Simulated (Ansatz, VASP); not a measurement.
**One calculation of Ir, two programs**

INCAR

```
SYSTEM = Ir
PREC     = Accurate       ! precision mode
ENCUT    = 520            ! plane-wave cutoff, eV
EDIFF    = 1E-6           ! SCF threshold, eV
ISMEAR   = 0              ! smearing method
SIGMA    = 0.15           ! smearing width, eV
LREAL    = .False.        ! projectors in reciprocal space
LASPH    = .True.         ! aspherical terms in the spheres
NELM     = 100            ! most SCF steps
ALGO     = Fast           ! electronic algorithm
ISIF     = 2              ! what is computed and relaxed
LWAVE    = .False.        ! write WAVECAR
LCHARG   = .True.         ! write CHGCAR
GGA      = PE             ! functional
LELF     = .True.         ! ELF
LVHAR    = .True.       
NBANDS   = 36             ! bands
```

The input KPOINTS:

```
Automatic mesh
0
Gamma
  20 20 4
  0 0 0
```

POSCAR

```
Ir
1.0
    1.9197000000     -1.9197000000      0.0000000000
    1.9197000000      0.0000000000     -1.9197000000
   11.1429016151     11.1429016151     11.1429016151
Ir
6
Direct
    0.6666666667      0.6666666667      0.0574152085
    0.0000000000      0.0000000000      0.6316821474
    0.3333333333      0.3333333333      0.1722685963
    0.6666666667      0.6666666667      0.4019753718
    0.0000000000      0.0000000000      0.2871219841
    0.3333333333      0.3333333333      0.5168287596
```

Input for Ansatz:

```yaml
crystal:
  lattice:
    - [1.9197, -1.9197, 0.0]
    - [1.9197, 0.0, -1.9197]
    - [11.1429016151, 11.1429016151, 11.1429016151]
  atoms:
    - { symbol: Ir, position: [0.6666666667, 0.6666666667, 0.0574152085] }
    - { symbol: Ir, position: [0.0, 0.0, 0.6316821474] }
    - { symbol: Ir, position: [0.3333333333, 0.3333333333, 0.1722685963] }
    - { symbol: Ir, position: [0.6666666667, 0.6666666667, 0.4019753718] }
    - { symbol: Ir, position: [0.0, 0.0, 0.2871219841] }
    - { symbol: Ir, position: [0.3333333333, 0.3333333333, 0.5168287596] }
basis:
  ecutwfc: 420
kpoints:
  mp_grid: { grid: [20, 20, 4] }
hamiltonian:
  xc: pbe
scf:
  occupations: { method: gaussian, width: 0.15 }
output:
  forces: true
  stress: true
  eigenvalues: true
```

Alike in both runs: task single point; functional PBE; k mesh 20 × 20 × 4; occupations gaussian, width 0.15 eV; no spin polarisation.

|  | VASP | Ansatz |
| --- | --- | --- |
| version | VASP 6.6.1 | Ansatz 0.2.0 |
| potentials or method | VASP PAW PBE potentials, release 64 (Ir), cutoff 520 eV | scalar-relativistic, plane waves, PAW |
| valence electrons in the cell | 54 | 102 |

|  | VASP | Ansatz | Ansatz less VASP |
| --- | --- | --- | --- |
| gap on the k mesh at the Fermi level (eV) | none | none | - |
| rms of the force components (eV/Å) | 0.139 | 0.143 | +0.0039 |

Atom by atom the forces differ by 0.011 eV/Å (rms over components). A gap of «none» marks a metal or a gap that the smearing closes. VASP's potentials hold 54 valence electrons a cell and Ansatz's 102, so a difference there can come from the potentials and not from the codes.

Spin-orbit coupling is off throughout.
